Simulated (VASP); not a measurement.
# WS2 in VASP: single point with LDA

Aim: the single point of WS2 with LDA.

Everything below comes from runs of VASP 6.6.1. Logs are shortened: lines on timing, memory, paths and dates and some standing lists are left out, and cuts for length are marked.

## 1. The cell of the first run

The cell holds a slab with vacuum, 12 atoms: a = 3.155 Å, b = 3.155 Å, c = 68.730 Å, α = 90.00°, β = 90.00°, γ = 120.00°.

## 2. Single point, LDA

INCAR reads:

```
SYSTEM = WS2
PREC = Accurate
ENCUT = 520
EDIFF = 1E-6
ISMEAR = 0
SIGMA = 0.02
LREAL = .False.
LASPH = .True.
NELM = 80
ALGO = Normal
ISIF = 2
LWAVE = .False.
LCHARG = .False.
LDIPOL = .True.
IDIPOL = 3
DIPOL = 0.5 0.5 0.500
GGA = CA
NBANDS = 64
```

KPOINTS reads:

```
regular mesh
0
Gamma
  12 12 1
  0 0 0
```

POSCAR reads:

```
WS2
1.0
    3.1554835688      0.0000000000      0.0000000000
   -1.5777417844      2.7327289318      0.0000000000
    0.0000000000      0.0000000000     68.7295161228
S W
8 4
Direct
    0.3333333333      0.6666666667      0.3444570010
    0.3333333333      0.6666666667      0.3903165844
    0.6666666667      0.3333333333      0.4329202829
    0.6666666667      0.3333333333      0.4787316808
    0.3333333333      0.6666666667      0.5212683192
    0.3333333333      0.6666666667      0.5670797171
    0.6666666667      0.3333333333      0.6096834156
    0.6666666667      0.3333333333      0.6555429990
    0.6666666667      0.3333333333      0.3674006986
    0.3333333333      0.6666666667      0.4558262679
    0.6666666667      0.3333333333      0.5441737321
    0.3333333333      0.6666666667      0.6325993014
```

Potentials or basis: VASP PAW LDA potentials, release 64 (S, W_sv).

The run is started by

```bash
$ cat potpaw_LDA.64/S/POTCAR potpaw_LDA.64/W_sv/POTCAR > POTCAR
$ mpirun -np 1 vasp_std > vasp.out
```

OUTCAR:

```text
SYSTEM = WS2
   PREC = Accurate
   ENCUT = 520
   EDIFF = 1E-6
   ISMEAR = 0
   LREAL = .False.
   LASPH = .True.
   NELM = 80
   ISIF = 2
   GGA = CA

 ion  position               nearest neighbor table
   1  0.333  0.667  0.344-   9 2.41   9 2.41   9 2.41
   2  0.333  0.667  0.390-   9 2.41   9 2.41   9 2.41
   3  0.667  0.333  0.433-  10 2.41  10 2.41  10 2.41
   4  0.667  0.333  0.479-  10 2.41  10 2.41  10 2.41
   5  0.333  0.667  0.521-  11 2.41  11 2.41  11 2.41
   6  0.333  0.667  0.567-  11 2.41  11 2.41  11 2.41
   7  0.667  0.333  0.610-  12 2.41  12 2.41  12 2.41
   8  0.667  0.333  0.656-  12 2.41  12 2.41  12 2.41
   9  0.667  0.333  0.367-   2 2.41   2 2.41   2 2.41   1 2.41   1 2.41   1 2.41
  10  0.333  0.667  0.456-   4 2.41   4 2.41   4 2.41   3 2.41   3 2.41   3 2.41
  11  0.667  0.333  0.544-   5 2.41   5 2.41   5 2.41   6 2.41   6 2.41   6 2.41
  12  0.333  0.667  0.633-   7 2.41   7 2.41   7 2.41   8 2.41   8 2.41   8 2.41

  LATTYP: Found a hexagonal cell.
 ALAT       =     3.1554835688
 C/A-ratio  =    21.7809773444

  Lattice vectors:

 A1 = (   3.1554835688,   0.0000000000,   0.0000000000)
 A2 = (  -1.5777417844,   2.7327289318,   0.0000000000)
 A3 = (   0.0000000000,   0.0000000000,  68.7295161228)

Analysis of symmetry for initial positions (statically):
=====================================================================
 Subroutine PRICEL returns:
 Original cell was already a primitive cell.

 Routine SETGRP: Setting up the symmetry group for a
 hexagonal supercell.

 Subroutine GETGRP returns: Found 12 space group operations
 (whereof 12 operations were pure point group operations)
 out of a pool of 24 trial point group operations.

The static configuration has the point symmetry D_3d.

Analysis of symmetry for dynamics (positions and initial velocities):
=====================================================================
 Subroutine PRICEL returns:
 Original cell was already a primitive cell.

 Routine SETGRP: Setting up the symmetry group for a
 hexagonal supercell.

 Subroutine GETGRP returns: Found 12 space group operations
 (whereof 12 operations were pure point group operations)
 out of a pool of 24 trial point group operations.

The dynamic configuration has the point symmetry D_3d.

 Subroutine INISYM returns: Found 12 space group operations
 (whereof 12 operations are pure point group operations),
 and found     1 'primitive' translations

----------------------------------------------------------------------------------------

                                     Primitive cell

  volume of cell :     592.6602

  direct lattice vectors                    reciprocal lattice vectors
     3.155483569  0.000000000  0.000000000     0.316908638  0.182967287  0.000000000
    -1.577741784  2.732728932  0.000000000     0.000000000  0.365934575  0.000000000
     0.000000000  0.000000000 68.729516123     0.000000000  0.000000000  0.014549790

  length of vectors
     3.155483569  3.155483569 68.729516123     0.365934575  0.365934575  0.014549790

  position of ions in fractional coordinates (direct lattice)
     0.333333333  0.666666667  0.344457001
     0.333333333  0.666666667  0.390316584
     0.666666667  0.333333333  0.432920283
     0.666666667  0.333333333  0.478731681
     0.333333333  0.666666667  0.521268319
     0.333333333  0.666666667  0.567079717
     0.666666667  0.333333333  0.609683416
     0.666666667  0.333333333  0.655542999
     0.666666667  0.333333333  0.367400699
     0.333333333  0.666666667  0.455826268
     0.666666667  0.333333333  0.544173732
     0.333333333  0.666666667  0.632599301

  ion indices of the primitive-cell ions
   primitive index   ion index
                 1           1
                 2           2
                 3           3
                 4           4
                 5           5
                 6           6
                 7           7
                 8           8
                 9           9
                10          10
                11          11
                12          12

----------------------------------------------------------------------------------------

 KPOINTS: regular mesh

Automatic generation of k-mesh.
 Grid dimensions read from file:
 generate k-points for:   12   12    1

 Generating k-lattice:

  Cartesian coordinates                     Fractional coordinates (reciprocal lattice)
     0.026409053  0.015247274  0.000000000     0.083333333  0.000000000  0.000000000
     0.000000000  0.030494548  0.000000000     0.000000000  0.083333333  0.000000000
     0.000000000  0.000000000  0.014549790     0.000000000  0.000000000  1.000000000

  Length of vectors
     0.030494548  0.030494548  0.014549790

  Shift w.r.t. Gamma in fractional coordinates (k-lattice)
     0.000000000  0.000000000  0.000000000

 Subroutine IBZKPT returns following result:
 ===========================================

 Found     19 irreducible k-points:

 Following reciprocal coordinates:
            Coordinates               Weight
  0.000000  0.000000  0.000000      1.000000
  0.083333  0.000000  0.000000      6.000000
  0.166667 -0.000000  0.000000      6.000000
  0.250000  0.000000  0.000000      6.000000
  0.333333  0.000000  0.000000      6.000000
  0.416667  0.000000  0.000000      6.000000
[... 11 lines left out ...]
  0.333333  0.250000  0.000000     12.000000
  0.333333  0.333333  0.000000      2.000000
   k-points           NKPTS =     19   k-points in BZ     NKDIM =     19   number of bands    NBANDS=     64
   number of dos      NEDOS =    301   number of ions     NIONS =     12
   total plane-waves  NPLWV = 294912
   dimension x,y,z NGX =    24 NGY =   24 NGZ =  512
   dimension x,y,z NGXF=    48 NGYF=   48 NGZF= 1024
   ions per type =               8   4
   NGX,Y,Z   is equivalent  to a cutoff of  12.64, 12.64, 12.38 a.u.
   NGXF,Y,Z  is equivalent  to a cutoff of  25.29, 25.29, 24.77 a.u.
 SYSTEM =  WS2
   PREC   = accura    normal or accurate (medium, high low for compatibility)
   ISTART =      0    job   : 0-new  1-cont  2-samecut
   ICHARG =      2    charge: 1-file 2-atom 10-const
   ISPIN  =      1    spin polarized calculation?
   LNONCOLLINEAR =      F non collinear calculations
   LSORBIT =      F    spin-orbit coupling
   LASPH  =      T    aspherical Exc in radial PAW
   ENCUT  =  520.0 eV  38.22 Ry    6.18 a.u.   5.87  5.87127.79*2*pi/ulx,y,z
   NELM   =     80;   NELMIN=  2; NELMDL= -5     # of ELM steps
   EDIFF  = 0.1E-05   stopping-criterion for ELM
   LREAL  =      F    real-space projection
   EDIFFG = 0.1E-04   stopping-criterion for IOM
   NSW    =      0    number of steps for IOM
   IBRION =     -1    ionic relax: 0-MD 1-quasi-New 2-CG
   NFREE  =      0    steps in history (QN), initial steepest desc. (CG)
   ISIF   =      2    stress and relaxation
   ISYM   =      2    0-nonsym 1-usesym 2-fastsym
   POTIM  = 0.5000    time-step for ionic-motion
   TEBEG  =    0.0;   TEEND  =   0.0 temperature during run
   PSTRESS=    0.0 pullay stress
   NELECT =     104.0000    total number of electrons
   NUPDOWN=      -1.0000    fix difference up-down
   EMIN   =  10.00;   EMAX   =-10.00  energy-range for DOS
   EFERMI =   0.00;   METHOD = LEGACY
   ISMEAR =     0;   SIGMA  =   0.02  broadening in eV -4-tet -1-fermi 0-gaus
   EFERMI_NEDOS =   21; number of points for ismear=-14 and -15
   IALGO  =     38    algorithm
   IMIX   =      4    mixing-type and parameters
     AMIX     =   0.40;   BMIX     =  1.00
     AMIX_MAG =   1.60;   BMIX_MAG =  1.00
  volume/ion in A,a.u.               =      49.39       333.29
  Fermi-wavevector in a.u.,A,eV,Ry     =   0.916538  1.732007 11.429475  0.840043
  Thomas-Fermi vector in A             =   2.041405
   LORBIT       =      0    0 simple, 1 ext, 2 COOP (PROOUT), +10 PAW based schemes
   GGA     = CA    functional components
   LHFCALC =     F    Hartree Fock is set to
   AEXX    =    0.0000 exact exchange contribution
   IVDW    =     0    specifies the selected vdW correction
   LEPSILON=     F    determine dielectric tensor
   LRPA    =     F    only Hartree local field effects (RPA)
 non-spin polarized calculation
 Gauss-broadening in eV      SIGMA  =   0.02
  energy-cutoff  :      520.00
  volume of cell :      592.66
 maximum number of plane-waves:     16024
 NGX is ok and might be reduce to    24
   NGX = 11   NGY = 11   NGZ =255

 number of electron     103.9999988 magnetization

 dipolmoment           0.000000      0.000000      0.000000 electrons x Angstroem

 Free energy of the ion-electron system (eV)
  ---------------------------------------------------
  ext. energy  EPLUGINS =         0.00000000
  ---------------------------------------------------
  free energy    TOTEN  =      -104.86500557 eV

  energy without entropy =     -104.86500557  energy(sigma->0) =     -104.86500557

 E-fermi :  -0.6908     XC(G=0):  -4.1915

 val. band max:       -0.7828820903   @ k =   0.0000   0.0000   0.0000
 cond. band min:       0.1976619241   @ k =   0.1667   0.1667   0.0000
 fundamental gap:      0.9805440144
 Fermi energy:        -0.6908130414

 k-point     1 :       0.0000    0.0000    0.0000
  band No.  band energies     occupation
      1     -74.9252      2.00000
      2     -74.9252      2.00000
      3     -74.9227      2.00000
      4     -74.9227      2.00000
      5     -39.4524      2.00000
      6     -39.4524      2.00000
[... 56 lines left out ...]
     63       1.6637      0.00000
     64       1.6938      0.00000

 k-point     2 :       0.0833    0.0000    0.0000
  band No.  band energies     occupation
      1     -74.9239      2.00000
      2     -74.9239      2.00000
      3     -74.9214      2.00000
      4     -74.9213      2.00000
      5     -39.4478      2.00000
      6     -39.4478      2.00000
[... 1195 lines left out ...]
     63       2.6221      0.00000
     64       2.6221      0.00000

------------------------ aborting loop because EDIFF is reached ----------------------------------------

 vacuum level on the upper side and lower side of the slab       (xc-potential included)        -0.006        -0.006

  FORCE on cell =-STRESS in cart. coord.  units (eV):
  Direction    XX          YY          ZZ          XY          YZ          ZX
  --------------------------------------------------------------------------------------
  -------------------------------------------------------------------------------------
  Total       -5.3677703     -5.3677703     -5.5027481      0.0000000     -0.0000000      0.0000000
  in kB      -14.5110467    -14.5110467    -14.8759411      0.0000000     -0.0000000      0.0000000
  external PRESSURE =     -14.6326782 kB  Pullay stress =       0.0000000 kB

 VOLUME and BASIS-vectors are now :
 -----------------------------------------------------------------------------
  energy-cutoff  :      520.00
  volume of cell :      592.66
      direct lattice vectors                 reciprocal lattice vectors
     3.155483569  0.000000000  0.000000000     0.316908638  0.182967287  0.000000000
    -1.577741784  2.732728932  0.000000000     0.000000000  0.365934575  0.000000000
     0.000000000  0.000000000 68.729516123     0.000000000  0.000000000  0.014549790

 POSITION                                       TOTAL-FORCE (eV/Angst)
 -----------------------------------------------------------------------------------
     -0.00000      1.82182     23.67436        -0.000000     -0.000000      0.500840
     -0.00000      1.82182     26.82627        -0.000000      0.000000     -0.426875
      1.57774      0.91091     29.75440         0.000000     -0.000000      0.411401
      1.57774      0.91091     32.90300         0.000000     -0.000000     -0.413125
     -0.00000      1.82182     35.82652        -0.000000      0.000000      0.413125
     -0.00000      1.82182     38.97511        -0.000000      0.000000     -0.411401
      1.57774      0.91091     41.90325         0.000000     -0.000000      0.426875
      1.57774      0.91091     45.05515         0.000000      0.000000     -0.500840
      1.57774      0.91091     25.25127        -0.000000      0.000000     -0.079693
     -0.00000      1.82182     31.32872        -0.000000      0.000000     -0.001878
      1.57774      0.91091     37.40080         0.000000     -0.000000      0.001878
     -0.00000      1.82182     43.47824        -0.000000     -0.000000      0.079693
 -----------------------------------------------------------------------------------
    total drift:                               -0.000000     -0.000000      0.000000

  FREE ENERGIE OF THE ION-ELECTRON SYSTEM (eV)
  ---------------------------------------------------
  free  energy   TOTEN  =      -104.8650055672 eV

  energy  without entropy=     -104.8650055672  energy(sigma->0) =     -104.86500557

 vacuum level on the upper side and lower side of the slab         4.525         4.525
```

It took 15 min on 1 thread of Intel Xeon Platinum 8488C (Sapphire Rapids), shared host; peak memory 0.77 GiB.

What came out:

```
Free energy            : -104.8650 eV
Largest force          : 0.501 eV/Å
Band gap on the k mesh : 0.98 eV (least direct gap 1.83 eV)
```

Forces in eV/Å, atoms in the order of the input:
```
S    0.000  0.000  0.501
S    0.000  0.000 -0.427
S    0.000  0.000  0.411
S    0.000  0.000 -0.413
S    0.000  0.000  0.413
S    0.000  0.000 -0.411
S    0.000  0.000  0.427
S    0.000  0.000 -0.501
W    0.000  0.000 -0.080
W    0.000  0.000 -0.002
W    0.000  0.000  0.002
W    0.000  0.000  0.080
```

Caveat: spin-orbit coupling is left out, which moves the levels of the heavy elements.
